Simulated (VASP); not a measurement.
A run of VASP 6.6.1 is set up as follows.

INCAR

```
ALGO = Normal
EDIFF = 1E-8
ENCUT = 520
GGA = PS
ISIF = 2
ISMEAR = -1
LASPH = True
LCHARG = False
LEFG = True
LREAL = False
LWAVE = False
NBANDS = 8
NELM = 60
PREC = Accurate
SIGMA = 0.05
```

Contents of KPOINTS:

```
k-points
0
Gamma
  19 19 19
```

File POSCAR:

```
Sb
1.0
   -1.4948990245      1.4948990245      2.4633552032
    1.4948990245     -1.4948990245      2.4633552032
    1.4948990245      1.4948990245     -2.4633552032
Sb
1
Direct
    0.0000000000      0.0000000000      0.0000000000
```

Potentials or basis: VASP PAW PBE potentials, release 64 (Sb).

Command:

```bash
$ cat potpaw_PBE.64/Sb/POTCAR > POTCAR
$ mpirun -np 1 vasp_std > vasp.out
```

What does it give for the pressure?

18.1 GPa.

Electric field gradients, principal values (V/Å²):
| atom | least | middle | greatest (by size) |
| --- | --- | --- | --- |
| 1 Sb | -19.120 | -19.121 | 38.241 |

Caveat: without QUAD_EFG the Cq values of the log hold for a quadrupole moment of 1 mb, not for the nuclei; the PAW data sets were made with another functional, which shifts forces and pressure a little.
